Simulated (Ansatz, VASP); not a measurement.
# Two plane-wave programs on Mg

```
Mg
1.0
     3.05030    0.00000    0.00000
    -1.52515    2.64164    0.00000
     0.00000    0.00000    3.04484
Mg
1
Direct
  0.00000 0.00000 0.00000
```

Alike in both runs: task relaxation of cell and atoms; functional PBE; dispersion D3(BJ); k mesh 10 × 10 × 9; occupations fermi-dirac, width 0.05 eV; no spin polarisation.

|  | VASP | Ansatz |
| --- | --- | --- |
| version | VASP 6.6.1 | Ansatz 0.2.0 |
| potentials or method | VASP PAW PBE potentials, release 64 (Mg) | Ansatz PAW |
| plane-wave cutoff (eV) | 600 | 420 |
| valence electrons in the cell | 2 | 10 |

Ansatz gave:

- gap on the k mesh at the Fermi level, each at its own relaxed structure (eV): none
- relaxed volume (Å³/atom): 23.98
- relaxed length of the cell vector where the two differ most in proportion (Å): 2.994

Which values does VASP return?

gap on the k mesh at the Fermi level, each at its own relaxed structure (eV): none; relaxed volume (Å³/atom): 23.92; relaxed length of the cell vector where the two differ most in proportion (Å): 2.990.

A gap of «none» marks a metal or a gap that the smearing closes. VASP's potentials hold 2 valence electrons a cell and Ansatz's 10, so a difference there can come from the potentials and not from the codes.

Noted on Ansatz's run: the plane-wave basis is chosen anew once the cell has moved, so the energies of steps on either side of that aren't comparable.
